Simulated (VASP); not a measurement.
Wanted: the native input for a VASP 6.6.1 run.

```yaml
Task: single point
Functional: PBEsol
Potentials_or_basis: VASP PAW PBE potentials, release 64 (Sb)
Cutoff: 520 eV
k_mesh: 12 × 12 × 12
Occupations: fermi-dirac, width 0.05 eV
Spin: no spin polarisation
Dipole_correction: no
Further_INCAR_settings: ALGO = Normal; EDIFF = 1e-07; NBANDS = 8
```

The structure of Sb lies in POSCAR:

```
Sb
1.0
   -1.4694262810      1.4694262810      2.3649993362
    1.4694262810     -1.4694262810      2.3649993362
    1.4694262810      1.4694262810     -2.3649993362
Sb
1
Direct
    0.0000000000      0.0000000000      0.0000000000
```

These files were run (other wordings do the same):

INCAR

```
SYSTEM = Sb
ALGO = Normal ; EDIFF = 1E-7
ENCUT = 520 ; GGA = PS
ISIF = 2 ; ISMEAR = -1
LASPH = .TRUE. ; LCHARG = .FALSE.
LREAL = .FALSE. ; LWAVE = .FALSE.
NBANDS = 8 ; NELM = 60
PREC = Accurate ; SIGMA = 0.05
```

KPOINTS

```
k-points
0
G
  12 12 12
  0 0 0
```

Potentials or basis: VASP PAW PBE potentials, release 64 (Sb).

Run with:

```bash
$ cat potpaw_PBE.64/Sb/POTCAR > POTCAR
$ mpirun -np 1 vasp_std > vasp.out
```

It gave:

| Quantity | Value |
| --- | --- |
| Pressure | 30.5 GPa |
| Band gap on the k mesh | zero (an odd number of electrons rules out a gap without spin polarisation) |

Caveat: the cell stands under pressure; the PAW data sets were made with another functional, which shifts forces and pressure a little; spin-orbit coupling is left out, which moves the levels of the heavy elements.

It took 21 s on 1 thread of Intel Xeon 8259CL, on a shared host, peak memory 0.15 GiB.
